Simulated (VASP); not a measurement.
# NiO (Fm-3m) in VASP: a series of runs

Aim: see how the results for NiO move with the level of theory and the settings. Levels: r2SCAN+D4, PBEsol-based screened hybrid with 25 % exact exchange, BLYP. Tasks: single point, relaxation of cell and atoms.

Everything below comes from runs of VASP 6.6.1. Logs are shortened: lines on timing, memory, paths and dates and some standing lists are left out, and cuts for length are marked.

## 1. The cell of the first run

It takes space group Fm-3m (No. 225, cubic). The conventional cell has a = 4.227 Å, b = 4.227 Å, c = 4.227 Å, α = 90.00°, β = 90.00°, γ = 90.00°. Ni (site symmetry m-3m) has 6 O at 2.11 Å within 2.8 Å. Within 2.8 Å of O (site symmetry m-3m) lie 6 Ni at 2.11 Å.

## 2. Single point, r2SCAN+D4, collinear spin, ferromagnetic start

POSCAR

```
NiO
1.0
    0.0000000000      2.1133508634      2.1133508634
    2.1133508634      0.0000000000      2.1133508634
    2.1133508634      2.1133508634      0.0000000000
Ni O
1 1
Direct
    0.0000000000      0.0000000000      0.0000000000
    0.5000000000      0.5000000000      0.5000000000
```

INCAR.step1

```
PREC = Accurate
ENCUT = 770
ISMEAR = -1
SIGMA = 0.05
LREAL = False
LASPH = True
NELM = 200
ISPIN = 2
MAGMOM = 1 0
LMAXMIX = 4
NBANDS = 23
GGA = PE
ALGO = Normal
EDIFF = 1E-5
LWAVE = True
LCHARG = False
GGA_COMPAT = False
```

INCAR.step2

```
PREC = Accurate
ENCUT = 770
EDIFF = 1E-6
ISMEAR = -1
SIGMA = 0.05
LREAL = False
LASPH = True
NELM = 200
ALGO = Normal
ISIF = 2
LWAVE = False
LCHARG = False
ISPIN = 2
MAGMOM = 1 0
LORBIT = 11
LMAXMIX = 4
METAGGA = R2SCAN
LMIXTAU = True
IVDW = 13
VDW_S6 = 1.0
VDW_S8 = 0.6018749
VDW_A1 = 0.51559235
VDW_A2 = 5.77342911
NBANDS = 23
ISTART = 1
GGA_COMPAT = False
```

KPOINTS

```
regular mesh
0
Gamma
  11 11 11
```

Potentials or basis: VASP PAW PBE potentials, release 64 (Ni_sv_GW, O).

Command:

```bash
> cat potpaw_PBE.64/Ni_sv_GW/POTCAR potpaw_PBE.64/O/POTCAR > POTCAR
> cp INCAR.step1 INCAR
> mpirun -np 1 vasp_std > vasp.out
> cp INCAR.step2 INCAR
> mpirun -np 1 vasp_std > vasp.out
```

OUTCAR:

```text
PREC = Accurate
   ENCUT = 770
   EDIFF = 1E-6
   ISMEAR = -1
   LREAL = False
   LASPH = True
   NELM = 200
   ISIF = 2
   ISPIN = 2
   LORBIT = 11
   METAGGA = R2SCAN
   IVDW = 13
   ISTART = 1

 ion  position               nearest neighbor table
   1  0.000  0.000  0.000-   2 2.11   2 2.11   2 2.11   2 2.11   2 2.11   2 2.11
   2  0.500  0.500  0.500-   1 2.11   1 2.11   1 2.11   1 2.11   1 2.11   1 2.11

  LATTYP: Found a face centered cubic cell.
 ALAT       =     4.2267017268

  Lattice vectors:

 A1 = (   0.0000000000,   2.1133508634,   2.1133508634)
 A2 = (   2.1133508634,   0.0000000000,   2.1133508634)
 A3 = (   2.1133508634,   2.1133508634,   0.0000000000)

Analysis of symmetry for initial positions (statically):
=====================================================================
 Subroutine PRICEL returns:
 Original cell was already a primitive cell.

 Routine SETGRP: Setting up the symmetry group for a
 face centered cubic supercell.

 Subroutine GETGRP returns: Found 48 space group operations
 (whereof 48 operations were pure point group operations)
 out of a pool of 48 trial point group operations.

The static configuration has the point symmetry O_h .

Analysis of symmetry for dynamics (positions and initial velocities):
=====================================================================
 Subroutine PRICEL returns:
 Original cell was already a primitive cell.

 Routine SETGRP: Setting up the symmetry group for a
 face centered cubic supercell.

 Subroutine GETGRP returns: Found 48 space group operations
 (whereof 48 operations were pure point group operations)
 out of a pool of 48 trial point group operations.

The dynamic configuration has the point symmetry O_h .

Analysis of structural, dynamic, and magnetic symmetry:
=====================================================================
 Subroutine PRICEL returns:
 Original cell was already a primitive cell.

 Routine SETGRP: Setting up the symmetry group for a
 face centered cubic supercell.

 Subroutine GETGRP returns: Found 48 space group operations
 (whereof 48 operations were pure point group operations)
 out of a pool of 48 trial point group operations.

The overall configuration has the point symmetry O_h .

 Subroutine INISYM returns: Found 48 space group operations
 (whereof 48 operations are pure point group operations),
 and found     1 'primitive' translations

[... 115 lines left out ...]
  volume/ion in A,a.u.               =       9.44        63.70
  Fermi-wavevector in a.u.,A,eV,Ry     =   1.773496  3.351422 42.794261  3.145289
  Thomas-Fermi vector in A             =   2.839678
   LORBIT       =     11    0 simple, 1 ext, 2 COOP (PROOUT), +10 PAW based schemes
   METAGGA = R2SCAN    functional components
   LHFCALC =     F    Hartree Fock is set to
   AEXX    =    0.0000 exact exchange contribution
   IVDW    =    13    specifies the selected vdW correction
   LEPSILON=     F    determine dielectric tensor
   LRPA    =     F    only Hartree local field effects (RPA)
 spin polarized calculation
  energy-cutoff  :      770.00
  volume of cell :       18.88
 maximum number of plane-waves:       941
   NGX = 13   NGY = 13   NGZ = 13

 number of electron      23.9999987 magnetization       1.9998762

 Free energy of the ion-electron system (eV)
  ---------------------------------------------------
  ext. energy  EPLUGINS =         0.00000000
  ---------------------------------------------------
  free energy    TOTEN  =       -21.10980397 eV

  energy without entropy =      -21.10980327  energy(sigma->0) =      -21.10980362

 E-fermi :   6.5636     XC(G=0): -13.5950

 val. band max:        6.0277503511   @ k =   0.4545   0.0000   0.0000
 cond. band min:       7.0061530311   @ k =   0.0000   0.0000   0.0000
 fundamental gap:      0.9784026799
 Fermi energy:         6.5635700469

 spin component 1

 k-point     1 :       0.0000    0.0000    0.0000
  band No.  band energies     occupation
      1    -102.6147      1.00000
      2     -61.5055      1.00000
      3     -61.5055      1.00000
      4     -61.5055      1.00000
      5     -14.6569      1.00000
      6       2.1779      1.00000
[... 613 lines left out ...]
     22      37.4907      0.00000
     23      38.5321      0.00000

 [... further k-points ...]

 spin component 2

 k-point     1 :       0.0000    0.0000    0.0000
  band No.  band energies     occupation
      1     -99.4497      1.00000
      2     -58.4891      1.00000
      3     -58.4891      1.00000
      4     -58.4838      1.00000
      5     -14.1500      1.00000
      6       3.9963      1.00000
[... 613 lines left out ...]
     22      38.0876      0.00000
     23      38.9377      0.00000

 [... further k-points ...]

------------------------ aborting loop because EDIFF is reached ----------------------------------------

  DFT-D4 for vdW energy calculation

  Edisp (eV):   -0.25345

  FORCE on cell =-STRESS in cart. coord.  units (eV):
  Direction    XX          YY          ZZ          XY          YZ          ZX
  --------------------------------------------------------------------------------------
  -------------------------------------------------------------------------------------
  Total      -0.84508    -0.84508    -0.84508    -0.00000     0.00000    -0.00000
  in kB     -71.72391   -71.72391   -71.72391    -0.00000     0.00000    -0.00000
  external pressure =      -71.72 kB  Pullay stress =        0.00 kB

 VOLUME and BASIS-vectors are now :
 -----------------------------------------------------------------------------
  energy-cutoff  :      770.00
  volume of cell :       18.88
      direct lattice vectors                 reciprocal lattice vectors
     0.000000000  2.113350863  2.113350863    -0.236591097  0.236591097  0.236591097
     2.113350863  0.000000000  2.113350863     0.236591097 -0.236591097  0.236591097
     2.113350863  2.113350863  0.000000000     0.236591097  0.236591097 -0.236591097

 POSITION                                       TOTAL-FORCE (eV/Angst)
 -----------------------------------------------------------------------------------
      0.00000      0.00000      0.00000        -0.000000     -0.000000     -0.000000
      2.11335      2.11335      2.11335         0.000000      0.000000      0.000000
 -----------------------------------------------------------------------------------
    total drift:                                0.000000      0.000000      0.000000

  FREE ENERGIE OF THE ION-ELECTRON SYSTEM (eV)
  ---------------------------------------------------
  free  energy   TOTEN  =       -21.3632492308 eV

  energy  without entropy=      -21.3632485287  energy(sigma->0) =      -21.36324888

 total charge

# of ion       s       p       d       f       tot
--------------------------------------------------
    1        2.143   6.197   7.728   0.009  16.077
    2        1.550   3.482   0.000   0.000   5.032
--------------------------------------------------
tot          3.693   9.678   7.728   0.009  21.108

 magnetization (x)

# of ion       s       p       d       f       tot
--------------------------------------------------
    1        0.007   0.008   1.690   0.000   1.705
    2        0.027   0.236   0.000   0.000   0.264
--------------------------------------------------
tot          0.035   0.245   1.690   0.000   1.969
```

OSZICAR.step1:

```text
N       E                     dE             d eps       ncg     rms          rms(c)
DAV:   1     0.281316389417E+03    0.28132E+03   -0.15390E+04  7658   0.430E+03
DAV:   2    -0.307063332031E+01   -0.28439E+03   -0.27018E+03  8295   0.956E+02
DAV:   3    -0.177064239201E+02   -0.14636E+02   -0.14566E+02  7987   0.231E+02
DAV:   4    -0.179635306425E+02   -0.25711E+00   -0.25707E+00  7264   0.161E+01
DAV:   5    -0.179705002283E+02   -0.69696E-02   -0.69693E-02  6672   0.252E+00    0.192E+01
DAV:   6    -0.182285592411E+02   -0.25806E+00   -0.63261E+01  8635   0.380E+02    0.275E+01
DAV:   7    -0.125084354343E+02    0.57201E+01   -0.39012E+01  7152   0.346E+02    0.488E+00
DAV:   8    -0.124887471539E+02    0.19688E-01   -0.94170E-01  8398   0.179E+01    0.396E+00
DAV:   9    -0.124383659860E+02    0.50381E-01   -0.13580E-01  9406   0.197E+01    0.165E+00
DAV:  10    -0.124304392431E+02    0.79267E-02   -0.12881E-01  9315   0.219E+01    0.979E-01
DAV:  11    -0.124356874346E+02   -0.52482E-02   -0.10984E-02  8046   0.176E+00    0.974E-01
DAV:  12    -0.124370125387E+02   -0.13251E-02   -0.54146E-04  9095   0.149E+00    0.774E-01
DAV:  13    -0.124391847073E+02   -0.21722E-02   -0.37667E-03  8861   0.365E+00    0.220E-01
DAV:  14    -0.124393337007E+02   -0.14899E-03   -0.15875E-03  9326   0.246E+00    0.112E-01
DAV:  15    -0.124393690356E+02   -0.35335E-04   -0.82464E-05  7460   0.216E-01    0.112E-01
DAV:  16    -0.124394831323E+02   -0.11410E-03   -0.16746E-04  8599   0.805E-01    0.934E-03
DAV:  17    -0.124394845715E+02   -0.14392E-05   -0.70871E-06  3227   0.126E-01
   1 F= -.12439485E+02 E0= -.12435528E+02  d E =-.791404E-02  mag=     1.8318
```

Wall time 2.6 min (1 thread of Intel Xeon 6975P-C (Granite Rapids), shared host); peak memory 0.24 GiB.

Results:

```
Free energy                                           : -21.3632 eV
Pressure                                              : -7.2 GPa
Band gap on the k mesh                                : 0.98 eV (least direct gap 1.86 eV)
Net moment                                            : 2.00 μB per cell
Site moments                                          : Ni +1.71; O +0.26 μB
Valence electrons inside the program's atomic spheres : Ni 16.08; O 5.03
Dispersion energy per atom                            : -0.127 eV
```

Caveat: the cell stands under tension; the PAW data sets were made with another functional, which shifts forces and pressure a little; an odd mesh through Γ misses points on the zone boundary, where band edges can lie; a cell with one magnetic atom can't hold antiferromagnetic order, which such compounds often take.

## 3. Single point, PBEsol-based screened hybrid with 25 % exact exchange, collinear spin, ferromagnetic start

This run uses another cell than the first one, of 9.08 Å³/atom.

POSCAR

```
NiO
1.0
    0.0000000000      2.0859016414      2.0859016414
    2.0859016414      0.0000000000      2.0859016414
    2.0859016414      2.0859016414      0.0000000000
Ni O
1 1
Direct
    0.0000000000      0.0000000000      0.0000000000
    0.5000000000      0.5000000000      0.5000000000
```

INCAR.step1

```
SYSTEM = NiO
PREC = Accurate ; ENCUT = 520
EDIFF = 1E-5 ; ISMEAR = -1
SIGMA = 0.05 ; LREAL = .False.
LASPH = .True. ; NELM = 200
ALGO = Normal ; ISIF = 2
LWAVE = .True. ; ISPIN = 2
MAGMOM = 1 0 ; LORBIT = 11
LMAXMIX = 4 ; NBANDS = 23
GGA = PE ; GGA_COMPAT = .False.
```

INCAR.step2

```
SYSTEM = NiO
PREC = Accurate ; ENCUT = 520
EDIFF = 1E-6 ; ISMEAR = -1
SIGMA = 0.05 ; LREAL = .False.
LASPH = .True. ; NELM = 200
ALGO = Normal ; ISIF = 2
LWAVE = .False. ; LCHARG = .True.
ISPIN = 2 ; MAGMOM = 1 0
LORBIT = 11 ; LMAXMIX = 4
GGA = PS ; LHFCALC = .True.
AEXX = 0.25 ; HFSCREEN = 0.207
PRECFOCK = Normal ; LELF = .True.
LVHAR = .True. ; NBANDS = 23
ISTART = 1 ; GGA_COMPAT = .False.
```

KPOINTS

```
Automatic mesh
0
Gamma
  6 6 6
  0 0 0
```

Potentials or basis: VASP PAW PBE potentials, release 64 (Ni_sv_GW, O).

Command:

```bash
> cat potpaw_PBE.64/Ni_sv_GW/POTCAR potpaw_PBE.64/O/POTCAR > POTCAR
> cp INCAR.step1 INCAR
> mpirun -np 1 vasp_std > vasp.out
> cp INCAR.step2 INCAR
> mpirun -np 1 vasp_std > vasp.out
```

It took 58 min on 1 thread of Intel Xeon 6975P-C (Granite Rapids), shared host; peak memory 0.28 GiB.

The run converged. Its results:

| Item | Value |
| --- | --- |
| Free energy | -16.0673 eV |
| Pressure | -6.3 GPa |
| Band gap on the k mesh | 2.83 eV (least direct gap 3.89 eV) |
| Net moment | 2.00 μB per cell |
| Site moments | Ni +1.75; O +0.23 μB |
| Valence electrons inside the program's atomic spheres | Ni 16.12; O 5.05 |

Levels at points of the mesh, in eV from the valence-band top:
Spin up:
| k point | band 11 | band 12 | band 13 | band 14 | band 15 | band 16 |
| --- | --- | --- | --- | --- | --- | --- |
| (0.00, 0.00, 0.00) | -2.45 | -2.45 | -2.45 | 3.53 | 19.79 | 20.97 |
| (0.50, 0.00, 0.00) | -2.55 | 0.00 | 0.00 | 7.49 | 12.70 | 16.18 |
| (0.50, 0.50, 0.00) | -3.95 | -3.14 | -3.14 | 8.20 | 13.19 | 13.89 |
Spin down:
```tsv
k point	band 8	band 9	band 10	band 11	band 12	band 13	band 14	band 15
(0.00, 0.00, 0.00)	-2.86	-1.68	-1.68	-1.68	2.83	2.83	3.99	19.69
(0.50, 0.00, 0.00)	-4.24	-1.65	-1.65	-1.29	5.89	5.89	7.72	13.38
(0.50, 0.50, 0.00)	-3.27	-3.27	-1.78	-1.78	3.42	4.10	8.75	13.67
```

Caveat: the k points lie up to 0.43 Å⁻¹ apart; the PAW data sets were made with another functional, which shifts forces and pressure a little; a cell with one magnetic atom can't hold antiferromagnetic order, which such compounds often take.

## 4. Relaxation of cell and atoms, BLYP, collinear spin, ferromagnetic start

This run uses another cell than the first one, of 9.08 Å³/atom.

INCAR

```
SYSTEM = NiO
AGGAC = 1.0
AGGAX = 1.0
ALDAC = 0.0
ALDAX = 1.0
ALGO = Normal
EDIFF = 1E-7
EDIFFG = -0.01
ENCUT = 700
GGA = B5
GGA_COMPAT = .FALSE.
IBRION = 2
ISIF = 3
ISMEAR = -1
ISPIN = 2
LASPH = .TRUE.
LCHARG = .FALSE.
LMAXMIX = 4
LORBIT = 11
LREAL = .FALSE.
LWAVE = .FALSE.
MAGMOM = 1 0
NELM = 200
NELMIN = 4
NSW = 60
PREC = Accurate
SIGMA = 0.05
```

KPOINTS

```
k-points
0
G
  11 11 11
  0 0 0
```

POSCAR is that of step 3.

Command:

```bash
> cat potpaw_PBE.64/Ni_sv_GW/POTCAR potpaw_PBE.64/O/POTCAR > POTCAR
> mpirun -np 1 vasp_std > vasp.out
```

Wall time 3.2 min (1 thread of Intel Xeon Platinum 8488C (Sapphire Rapids), shared host); peak memory 0.22 GiB.

The run converged. Its results:

```
Free energy                                           : -11.6186 eV
Relaxed volume                                        : 9.74 Å³/atom
Relaxed cell                                          : a = 3.021 Å, b = 3.021 Å, c = 3.021 Å, α = 60.00°, β = 60.00°, γ = 60.00°
Space group after relaxing (to 0.1 Å)                 : Fm-3m (No. 225)
Energy gained by relaxing                             : 26.3 meV/atom
Ionic steps                                           : 3
Pressure after relaxing                               : -0.1 GPa
Net moment                                            : -1.85 μB per cell
Site moments                                          : Ni -1.51; O -0.29 μB
Valence electrons inside the program's atomic spheres : Ni 16.13; O 4.96
```

The path:
```
step  energy change (eV)  largest force (eV/Å)  pressure (GPa)  volume (Å³)
   1              0.0000                0.0000           13.15        18.15
   2             -0.0403                0.0000           -5.59        20.18
   3             -0.0526                0.0000           -0.05        19.49
```

Final structure:
```yaml
crystal:
  lattice:
    - [0.00000, 2.13596, 2.13596]
    - [2.13596, 0.00000, 2.13596]
    - [2.13596, 2.13596, 0.00000]
  atoms:
    - { symbol: Ni, position: [0.00000, 0.00000, 0.00000] }
    - { symbol: O, position: [0.50000, 0.50000, 0.50000] }
```

Levels at points of the mesh, in eV from the Fermi level:
Spin up:
| k point | band 9 | band 10 | band 11 | band 12 | band 13 | band 14 |
| --- | --- | --- | --- | --- | --- | --- |
| (0.00, 0.00, 0.00) | -1.74 | -1.74 | -1.74 | -0.41 | -0.41 | 1.77 |
Spin down:
```tsv
k point	band 11	band 12	band 13	band 14	band 15	band 16
(0.00, 0.00, 0.00)	-2.55	-2.55	-2.55	1.42	18.27	18.65
```

Caveat: the PAW data sets were made with another functional, which shifts forces and pressure a little; a cell with one magnetic atom can't hold antiferromagnetic order, which such compounds often take; semilocal functionals often make such compounds metallic where correlation or magnetic order opens a gap, which also shifts bond lengths. BLYP gives volumes clearly too large for solids.

## 5. The runs side by side

| task | level | cell | k mesh | cutoff (eV) | grid for exact exchange (PRECFOCK) | share of exact exchange | screening parameter | gap on the mesh (eV) | pressure (GPa) | moment (μB) |
| --- | --- | --- | --- | --- | --- | --- | --- | --- | --- | --- |
| single point | r2SCAN+D4 | a = 2.989 Å, angles 60.0°, 2 atoms | 11 × 11 × 11 | 770 | - | - | - | 0.98 | -7.2 | 2.00 |
| single point | PBEsol-based screened hybrid with 25 % exact exchange | a = 2.950 Å, angles 60.0°, 2 atoms | 6 × 6 × 6 | 520 | Normal | 0.25 | 0.207 1/Å | 2.83 | -6.3 | 2.00 |
| relaxation of cell and atoms | BLYP | relaxed from a = 2.950 Å, angles 60.0°, 2 atoms | 11 × 11 × 11 | 700 | - | - | - | none | -0.1 | 1.85 |

Alike in all rows: potentials or basis VASP PAW PBE potentials, release 64 (Ni_sv_GW, O); spin collinear, ferromagnetic start; smearing fermi-dirac 0.05 eV.

Caveats: some runs use coarse meshes; the PAW data sets were made with another functional, which shifts forces and pressure a little; a cell with one magnetic atom can't hold antiferromagnetic order, which such compounds often take; the cell stands under tension (at least some runs); an odd mesh through Γ misses points on the zone boundary, where band edges can lie (at least some runs); semilocal functionals often make such compounds metallic where correlation or magnetic order opens a gap, which also shifts bond lengths (at least some runs).

Absolute energies hang on the potentials; compare differences alone.

The gap in the log of VASP goes by the Fermi energy; the results here count the filled bands.